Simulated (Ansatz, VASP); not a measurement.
**WS2 in VASP and in Ansatz**

```xyz
6
Lattice="3.1816 0.0000 0.0000 -1.5908 2.7554 0.0000 0.0000 0.0000 13.0637" Properties=species:S:1:pos:R:3 pbc="T T T"
W     0.0000    1.8369    3.2659
W     1.5908    0.9185    9.7978
S     0.0000    1.8369    8.2383
S     1.5908    0.9185    1.7065
S     0.0000    1.8369   11.3572
S     1.5908    0.9185    4.8254
```

Alike in both runs: functional r2SCAN; k mesh 10 × 10 × 2; occupations fermi-dirac, width 0.08 eV; no spin polarisation.

Ansatz relaxed the structure, and its values are those at the end. VASP's run is a single point on that final structure, the one shown.

```csv
,VASP,Ansatz
version,VASP 6.6.1,Ansatz 0.2.0
potentials or method,"VASP PAW PBE potentials, release 64 (W_sv, S)","PAW with Ansatz's default frozen-core files, scalar-relativistic"
plane-wave cutoff (eV),520,500
valence electrons in the cell,52,52
```

|  | VASP | Ansatz | Ansatz less VASP |
| --- | --- | --- | --- |
| pressure (GPa) | 0.2 | 0.0 | -0.17 |
| rms of the force components (eV/Å) | 0.010 | 0.000 | -0.0101 |

VASP's potentials were made for PBE, not for r2SCAN.

Spin-orbit coupling is off throughout.
